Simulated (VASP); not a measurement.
**In: electric field gradients with PBE**

Crystal: In.

```
In
1.0
    -1.66041    1.66041    2.25087
     1.66041   -1.66041    2.25087
     1.66041    1.66041   -2.25087
In
1
Direct
  0.00000 0.00000 0.00000
```

This cell differs from its parent crystal: volume scaled by 0.9405.

| Quantity | Value |
| --- | --- |
| Program | VASP 6.6.1 |
| Task | electric field gradients |
| Functional | PBE |
| Potentials or basis | VASP PAW PBE potentials, release 64 (In_d) |
| Cutoff | 520 eV |
| k mesh | 17 × 17 × 17 |
| Occupations | fermi-dirac, width 0.03 eV |
| Spin | no spin polarisation |
| Dipole correction | no |
| Further INCAR settings | ALGO = Normal; EDIFF = 1e-08; NBANDS = 12 |

* Pressure: 4.7 GPa

Stress tensor (GPa, compression positive):
```
4.89 0.00 0.00
0.00 4.89 0.00
0.00 0.00 4.29
```

Levels at points of the mesh, in eV from the Fermi level:
| k point | band 3 | band 4 | band 5 | band 6 | band 7 | band 8 | band 9 | band 10 |
| --- | --- | --- | --- | --- | --- | --- | --- | --- |
| (0.00, 0.00, 0.00) | -14.70 | -14.57 | -14.51 | -9.96 | 10.95 | 11.06 | 11.06 | 11.60 |

Electric field gradients, principal values (V/Å²):
```csv
atom,least,middle,greatest (by size)
1 In,3.077,3.077,-6.154
```

Wall time 2.2 min on 1 thread of AMD EPYC 7R43 64-Core Processor (Zen 3), with other jobs on the host, peak memory 0.19 GiB.

Caveat: without QUAD_EFG the Cq values of the log hold for a quadrupole moment of 1 mb, not for the nuclei; spin-orbit coupling is left out, which moves the levels of the heavy elements.
